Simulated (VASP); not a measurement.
# AlNi (P4/mmm) in VASP: a series of runs

Runs on AlNi. Level: LDA. Tasks: single point.

All numbers are computed with VASP 6.6.1; they aren't measurements. Logs are shortened: lines on timing, memory, paths and dates and some standing lists are left out, and cuts for length are marked.

## (1) The cell of the first run

The typed cell holds 2 atoms: a = 2.832 Å, b = 2.832 Å, c = 2.835 Å, α = 90.00°, β = 90.00°, γ = 90.00°.

## (2) Single point, LDA

The input, INCAR:

```
  PREC = Accurate
  ENCUT = 520
  EDIFF = 1E-7
  ISMEAR = -1
  SIGMA = 0.15
  LREAL = False
  LASPH = True
  NELM = 60
  ALGO = Normal
  ISIF = 2
  LWAVE = False
  LCHARG = False
  NBANDS = 14
```

The input, KPOINTS:

```
regular mesh
0
Gamma
  16 16 14
```

The input, POSCAR:

```
AlNi
1.0
    2.0028655982     -2.0028644324      0.0000000000
    2.0028655982      2.0028644324      0.0000000000
    0.0000000000      0.0000000000      2.8351334304
Al Ni
1 1
Direct
    0.0000000000      0.0000000000      0.0000000000
    0.5000000000      0.5000000000      0.5000000000
```

Potentials or basis: VASP PAW LDA potentials, release 64 (Al, Ni).

Launch:

```console
> cat potpaw_LDA.64/Al/POTCAR potpaw_LDA.64/Ni/POTCAR > POTCAR
> mpirun -np 1 vasp_std > vasp.out
```

OUTCAR:

```text
PREC = Accurate
   ENCUT = 520
   EDIFF = 1E-7
   ISMEAR = -1
   LREAL = False
   LASPH = True
   NELM = 60
   ISIF = 2

 ion  position               nearest neighbor table
   1  0.000  0.000  0.000-   2 2.45   2 2.45   2 2.45   2 2.45   2 2.45   2 2.45   2 2.45   2 2.45

   2  0.500  0.500  0.500-   1 2.45   1 2.45   1 2.45   1 2.45   1 2.45   1 2.45   1 2.45   1 2.45

  LATTYP: Found a simple tetragonal cell.
 ALAT       =     2.8324788682
 C/A-ratio  =     1.0009371869

  Lattice vectors:

 A1 = (   2.0028655982,  -2.0028644324,   0.0000000000)
 A2 = (   2.0028655982,   2.0028644324,   0.0000000000)
 A3 = (   0.0000000000,   0.0000000000,   2.8351334304)

Analysis of symmetry for initial positions (statically):
=====================================================================
 Subroutine PRICEL returns:
 Original cell was already a primitive cell.

 Routine SETGRP: Setting up the symmetry group for a
 simple tetragonal supercell.

 Subroutine GETGRP returns: Found 16 space group operations
 (whereof 16 operations were pure point group operations)
 out of a pool of 16 trial point group operations.

The static configuration has the point symmetry D_4h.

Analysis of symmetry for dynamics (positions and initial velocities):
=====================================================================
 Subroutine PRICEL returns:
 Original cell was already a primitive cell.

 Routine SETGRP: Setting up the symmetry group for a
 simple tetragonal supercell.

 Subroutine GETGRP returns: Found 16 space group operations
 (whereof 16 operations were pure point group operations)
 out of a pool of 16 trial point group operations.

The dynamic configuration has the point symmetry D_4h.

 Subroutine INISYM returns: Found 16 space group operations
 (whereof 16 operations are pure point group operations),
 and found     1 'primitive' translations

----------------------------------------------------------------------------------------

                                     Primitive cell

  volume of cell :      22.7461

  direct lattice vectors                    reciprocal lattice vectors
     2.002865598 -2.002864432  0.000000000     0.249642313 -0.249642458  0.000000000
     2.002865598  2.002864432  0.000000000     0.249642313  0.249642458  0.000000000
     0.000000000  0.000000000  2.835133430     0.000000000  0.000000000  0.352717085

  length of vectors
     2.832478868  2.832478868  2.835133430     0.353047647  0.353047647  0.352717085

  position of ions in fractional coordinates (direct lattice)
     0.000000000  0.000000000  0.000000000
     0.500000000  0.500000000  0.500000000

  ion indices of the primitive-cell ions
   primitive index   ion index
                 1           1
                 2           2

----------------------------------------------------------------------------------------

 KPOINTS: regular mesh

Automatic generation of k-mesh.
 Grid dimensions read from file:
 generate k-points for:   16   16   14

 Generating k-lattice:

  Cartesian coordinates                     Fractional coordinates (reciprocal lattice)
     0.015602645 -0.015602654  0.000000000     0.062500000  0.000000000  0.000000000
     0.015602645  0.015602654  0.000000000     0.000000000  0.062500000  0.000000000
     0.000000000  0.000000000  0.025194078     0.000000000  0.000000000  0.071428571

  Length of vectors
     0.022065478  0.022065478  0.025194078

  Shift w.r.t. Gamma in fractional coordinates (k-lattice)
     0.000000000  0.000000000  0.000000000

 Subroutine IBZKPT returns following result:
 ===========================================

 Found    360 irreducible k-points:

 Following reciprocal coordinates:
            Coordinates               Weight
  0.000000  0.000000  0.000000      1.000000
  0.062500  0.000000  0.000000      4.000000
  0.125000  0.000000  0.000000      4.000000
  0.187500  0.000000  0.000000      4.000000
  0.250000  0.000000  0.000000      4.000000
  0.312500  0.000000  0.000000      4.000000
[... 16 lines left out ...]
  0.437500  0.125000  0.000000      8.000000
  0.500000  0.125000  0.000000      4.000000
 [... further k-points ...]
   k-points           NKPTS =    360   k-points in BZ     NKDIM =    360   number of bands    NBANDS=     14
   number of dos      NEDOS =    301   number of ions     NIONS =      2
   total plane-waves  NPLWV =  13824
   dimension x,y,z NGX =    24 NGY =   24 NGZ =   24
   dimension x,y,z NGXF=    48 NGYF=   48 NGZF=   48
   ions per type =               1   1
   NGX,Y,Z   is equivalent  to a cutoff of  14.09, 14.09, 14.07 a.u.
   NGXF,Y,Z  is equivalent  to a cutoff of  28.17, 28.17, 28.15 a.u.
 SYSTEM =  unknown system
   PREC   = accura    normal or accurate (medium, high low for compatibility)
   ISTART =      0    job   : 0-new  1-cont  2-samecut
   ICHARG =      2    charge: 1-file 2-atom 10-const
   ISPIN  =      1    spin polarized calculation?
   LNONCOLLINEAR =      F non collinear calculations
   LSORBIT =      F    spin-orbit coupling
   LASPH  =      T    aspherical Exc in radial PAW
   ENCUT  =  520.0 eV  38.22 Ry    6.18 a.u.   5.27  5.27  5.27*2*pi/ulx,y,z
   NELM   =     60;   NELMIN=  2; NELMDL= -5     # of ELM steps
   EDIFF  = 0.1E-06   stopping-criterion for ELM
   LREAL  =      F    real-space projection
   EDIFFG = 0.1E-05   stopping-criterion for IOM
   NSW    =      0    number of steps for IOM
   IBRION =     -1    ionic relax: 0-MD 1-quasi-New 2-CG
   NFREE  =      0    steps in history (QN), initial steepest desc. (CG)
   ISIF   =      2    stress and relaxation
   ISYM   =      2    0-nonsym 1-usesym 2-fastsym
   POTIM  = 0.5000    time-step for ionic-motion
   TEBEG  =    0.0;   TEEND  =   0.0 temperature during run
   PSTRESS=    0.0 pullay stress
   NELECT =      13.0000    total number of electrons
   NUPDOWN=      -1.0000    fix difference up-down
   EMIN   =  10.00;   EMAX   =-10.00  energy-range for DOS
   EFERMI =   0.00;   METHOD = LEGACY
   ISMEAR =    -1;   SIGMA  =   0.15  broadening in eV -4-tet -1-fermi 0-gaus
   EFERMI_NEDOS =   21; number of points for ismear=-14 and -15
   IALGO  =     38    algorithm
   IMIX   =      4    mixing-type and parameters
     AMIX     =   0.40;   BMIX     =  1.00
     AMIX_MAG =   1.60;   BMIX_MAG =  1.00
  volume/ion in A,a.u.               =      11.37        76.75
  Fermi-wavevector in a.u.,A,eV,Ry     =   1.358586  2.567354 25.113018  1.845755
  Thomas-Fermi vector in A             =   2.485406
   LORBIT       =      0    0 simple, 1 ext, 2 COOP (PROOUT), +10 PAW based schemes
   GGA     = CA    functional components
   LHFCALC =     F    Hartree Fock is set to
   AEXX    =    0.0000 exact exchange contribution
   IVDW    =     0    specifies the selected vdW correction
   LEPSILON=     F    determine dielectric tensor
   LRPA    =     F    only Hartree local field effects (RPA)
 non-spin polarized calculation
  energy-cutoff  :      520.00
  volume of cell :       22.75
 maximum number of plane-waves:       627
 NGX is ok and might be reduce to    24
   NGX = 11   NGY = 11   NGZ = 11

 number of electron      12.9999994 magnetization

 Free energy of the ion-electron system (eV)
  ---------------------------------------------------
  ext. energy  EPLUGINS =         0.00000000
  ---------------------------------------------------
  free energy    TOTEN  =       -12.22569545 eV

  energy without entropy =      -12.16656412  energy(sigma->0) =      -12.19612978

 E-fermi :  10.4473     XC(G=0): -12.5463

 val. band max:       10.4450344038   @ k =   0.3750   0.3750   0.5000
 cond. band min:      10.4476426884   @ k =   0.1875   0.1250   0.3571
 fundamental gap:      0.0026082846
 Fermi energy:        10.4472512079

 k-point     1 :       0.0000    0.0000    0.0000
  band No.  band energies     occupation
      1      -1.0257      2.00000
      2       6.9232      2.00000
      3       6.9233      2.00000
      4       8.7437      1.99998
      5       8.7438      1.99998
      6       8.7462      1.99998
      7      16.0874      0.00000
      8      16.1220      0.00000
      9      16.1220      0.00000
     10      18.8051      0.00000
     11      18.8124      0.00000
     12      24.9027      0.00000
     13      31.8093      0.00000
     14      31.8222      0.00000

 k-point     2 :       0.0625    0.0000    0.0000
  band No.  band energies     occupation
      1      -0.9511      2.00000
      2       6.9202      2.00000
      3       6.9413      2.00000
      4       8.7100      1.99998
      5       8.7126      1.99998
      6       8.7474      1.99998
      7      15.3156      0.00000
      8      16.1861      0.00000
      9      16.2204      0.00000
     10      18.8082      0.00000
     11      19.5478      0.00000
     12      25.1530      0.00000
     13      30.9519      0.00000
     14      30.9765      0.00000

 k-point     3 :       0.1250    0.0000    0.0000
  band No.  band energies     occupation
      1      -0.7284      2.00000
      2       6.8972      2.00000
      3       6.9931      2.00000
      4       8.6167      1.99999
      5       8.6197      1.99999
      6       8.7578      1.99997
      7      13.9027      0.00000
      8      16.4744      0.00000
      9      16.5083      0.00000
     10      18.8122      0.00000
     11      20.7221      0.00000
     12      25.9430      0.00000
     13      29.4440      0.00000
     14      29.4706      0.00000
[... 324 lines left out ...]
 k-point    23 :       0.4375    0.1250    0.0000
  band No.  band energies     occupation
      1       2.6783      2.00000
      2       4.5765      2.00000
      3       7.4626      2.00000
      4       7.9526      2.00000
      5       8.0397      2.00000
      6       8.7278      1.99998
      7       9.7936      1.97471
      8      17.1343      0.00000
      9      19.0011      0.00000
     10      20.3714      0.00000
     11      22.0999      0.00000
     12      22.6727      0.00000
     13      26.1335      0.00000
     14      27.0744      0.00000

 k-point    24 :       0.5000    0.1250    0.0000
  band No.  band energies     occupation
      1       3.5379      2.00000
      2       3.6896      2.00000
      3       7.4934      2.00000
      4       7.9294      2.00000
      5       8.0153      2.00000
      6       8.7319      1.99998
      7       9.7163      1.98482
      8      17.5924      0.00000
      9      18.5570      0.00000
     10      21.0962      0.00000
     11      21.8542      0.00000
     12      22.0295      0.00000
     13      26.3506      0.00000
     14      26.9454      0.00000

 [... further k-points ...]
[... 5 lines left out ...]
  --------------------------------------------------------------------------------------
  -------------------------------------------------------------------------------------
  Total        0.0471801      0.0471801      0.0467067      0.0000000      0.0000000     -0.0000000
  in kB        3.3232471      3.3232433      3.2898986      0.0000000      0.0000000     -0.0000000
  external PRESSURE =       3.3121297 kB  Pullay stress =       0.0000000 kB

 VOLUME and BASIS-vectors are now :
 -----------------------------------------------------------------------------
  energy-cutoff  :      520.00
  volume of cell :       22.75
      direct lattice vectors                 reciprocal lattice vectors
     2.002865598 -2.002864432  0.000000000     0.249642313 -0.249642458  0.000000000
     2.002865598  2.002864432  0.000000000     0.249642313  0.249642458  0.000000000
     0.000000000  0.000000000  2.835133430     0.000000000  0.000000000  0.352717085

 POSITION                                       TOTAL-FORCE (eV/Angst)
 -----------------------------------------------------------------------------------
      0.00000      0.00000      0.00000         0.000000     -0.000000      0.000000
      2.00287      0.00000      1.41757        -0.000000      0.000000      0.000000
 -----------------------------------------------------------------------------------
    total drift:                                0.000000     -0.000000     -0.000000

  FREE ENERGIE OF THE ION-ELECTRON SYSTEM (eV)
  ---------------------------------------------------
  free  energy   TOTEN  =       -12.2256954493 eV

  energy  without entropy=      -12.1665641164  energy(sigma->0) =      -12.19612978
```

Run time: 97 s. Hardware: 1 thread of Intel Xeon 8259CL, shared host; peak memory 0.23 GiB.

What came out:

| Property | Result |
| --- | --- |
| Free energy | -12.2257 eV |
| Pressure | 0.3 GPa |
| Band gap on the k mesh | zero (an odd number of electrons rules out a gap without spin polarisation) |

Levels at points of the mesh, in eV from the Fermi level:
| k point | band 5 | band 6 | band 7 | band 8 | band 9 | band 10 |
| --- | --- | --- | --- | --- | --- | --- |
| (0.00, 0.00, 0.00) | -1.70 | -1.70 | 5.64 | 5.67 | 5.67 | 8.36 |
| (0.50, 0.00, 0.00) | -2.45 | -1.61 | -0.72 | 8.40 | 10.19 | 10.22 |
| (0.50, 0.50, 0.00) | -2.28 | -2.28 | -1.14 | 1.53 | 2.70 | 12.66 |
| (0.00, 0.00, 0.50) | -2.45 | -1.60 | -0.73 | 8.40 | 10.22 | 10.22 |
| (0.50, 0.00, 0.50) | -2.28 | -2.28 | -1.14 | 1.52 | 2.69 | 12.68 |
| (0.50, 0.50, 0.50) | -1.10 | 1.97 | 1.97 | 1.97 | 4.03 | 4.68 |

## (3) Single point, LDA

The input, INCAR:

```
SYSTEM = AlNi
ALGO = Fast ; EDIFF = 1E-6
ENCUT = 520 ; GGA = CA
ISIF = 2 ; ISMEAR = -1
LASPH = .TRUE. ; LCHARG = .FALSE.
LREAL = .FALSE. ; LWAVE = .FALSE.
NBANDS = 14 ; NELM = 100
PREC = Accurate ; SIGMA = 0.15
```

The input, KPOINTS:

```
k-points
0
G
  16 16 14
  0 0 0
```

POSCAR is that of step 2.

Potentials or basis: VASP PAW LDA potentials, release 64 (Al, Ni).

Launch:

```console
> cat potpaw_LDA.64/Al/POTCAR potpaw_LDA.64/Ni/POTCAR > POTCAR
> mpirun -np 1 vasp_std > vasp.out
```

It took 1.8 min on 1 thread of Intel Xeon 8259CL, shared host; peak memory 0.22 GiB.

The run converged. Its results:

```
Free energy            : -12.2257 eV
Pressure               : 0.5 GPa
Band gap on the k mesh : zero (an odd number of electrons rules out a gap without spin polarisation)
```

Levels at points of the mesh, in eV from the Fermi level:
```csv
k point,band 3,band 4,band 5,band 6,band 7,band 8,band 9,band 10,band 11,band 12
"(0.00, 0.00, 0.00)",-3.52,-1.70,-1.70,-1.70,5.64,5.68,5.68,8.36,8.37,14.46
"(0.50, 0.00, 0.00)",-3.02,-2.46,-2.45,-1.61,-0.72,8.40,10.19,10.22,11.29,11.32
"(0.50, 0.50, 0.00)",-2.98,-2.98,-2.28,-2.28,-1.14,1.53,2.70,12.66,15.51,15.51
"(0.00, 0.00, 0.50)",-3.02,-2.45,-2.45,-1.61,-0.73,8.40,10.22,10.22,11.31,11.31
"(0.50, 0.00, 0.50)",-2.99,-2.99,-2.28,-2.28,-1.14,1.52,2.69,12.68,15.52,15.53
"(0.50, 0.50, 0.50)",-4.38,-1.11,-1.10,1.97,1.97,1.97,4.03,4.69,4.69,4.70
```
